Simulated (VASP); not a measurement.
Set up this calculation in VASP 6.6.1, as the native input.

```yaml
Task: single point
Functional: r2SCAN0
Potentials_or_basis: VASP PAW PBE potentials, release 64 (Mg, B)
Cutoff: 580 eV
k_mesh: 5 × 5 × 4
Occupations: fermi-dirac, width 0.05 eV
Spin: no spin polarisation
Dipole_correction: no
Grid_for_exact_exchange_PRECFOCK: Normal
Further_INCAR_settings: ALGO = Normal; EDIFF = 1e-06; NBANDS = 11
Share_of_exact_exchange: 0.25
```

MgB2:

```
Mg B
1.0
     3.08500    0.00000    0.00000
    -1.54250    2.67169    0.00000
     0.00000    0.00000    3.52300
Mg B
1 2
Direct
  0.00000 0.00000 0.00000
  0.66667 0.33333 0.50000
  0.33333 0.66667 0.50000
```

The input as run:

POSCAR

```
MgB2
1.0
    3.0850000000      0.0000000000      0.0000000000
   -1.5425000000      2.6716883707      0.0000000000
    0.0000000000      0.0000000000      3.5230000000
Mg B
1 2
Direct
    0.0000000000      0.0000000000      0.0000000000
    0.6666666667      0.3333333333      0.5000000000
    0.3333333333      0.6666666667      0.5000000000
```

INCAR.step1

```
SYSTEM = MgB2
PREC = Accurate
ENCUT = 580
EDIFF = 1E-5
ISMEAR = -1
SIGMA = 0.05
LREAL = .False.
LASPH = .True.
NELM = 120
ALGO = Normal
ISIF = 2
LWAVE = .True.
LCHARG = .False.
NBANDS = 11
GGA = PE
GGA_COMPAT = .False.
```

INCAR.step2

```
SYSTEM = MgB2
PREC = Accurate
ENCUT = 580
EDIFF = 1E-6
ISMEAR = -1
SIGMA = 0.05
LREAL = .False.
LASPH = .True.
NELM = 120
ALGO = Normal
ISIF = 2
LWAVE = .False.
LCHARG = .False.
METAGGA = R2SCAN
LHFCALC = .True.
AEXX = 0.25
LMIXTAU = .True.
PRECFOCK = Normal
NBANDS = 11
ISTART = 1
GGA_COMPAT = .False.
```

KPOINTS

```
regular mesh
0
Gamma
  5 5 4
  0 0 0
```

Potentials or basis: VASP PAW PBE potentials, release 64 (Mg, B).

Command:

```console
$ cat potpaw_PBE.64/Mg/POTCAR potpaw_PBE.64/B/POTCAR > POTCAR
$ cp INCAR.step1 INCAR
$ mpirun -np 1 vasp_std > vasp.out
$ cp INCAR.step2 INCAR
$ mpirun -np 1 vasp_std > vasp.out
```

Results of the run:

```yaml
Pressure: -4.0 GPa
Band_gap_on_the_k_mesh: zero (bands 4 and 5 overlap by 3.00 eV)
```

Caveat: the k points lie up to 0.47 Å⁻¹ apart, too coarse for converged energies and pressures of a metal; the PAW data sets were made with another functional, which shifts forces and pressure a little.

Run time: 2.6 min on 1 thread of Intel(R) Xeon(R) 6975P-C (Granite Rapids), with other jobs on the host, peak memory 0.15 GiB.
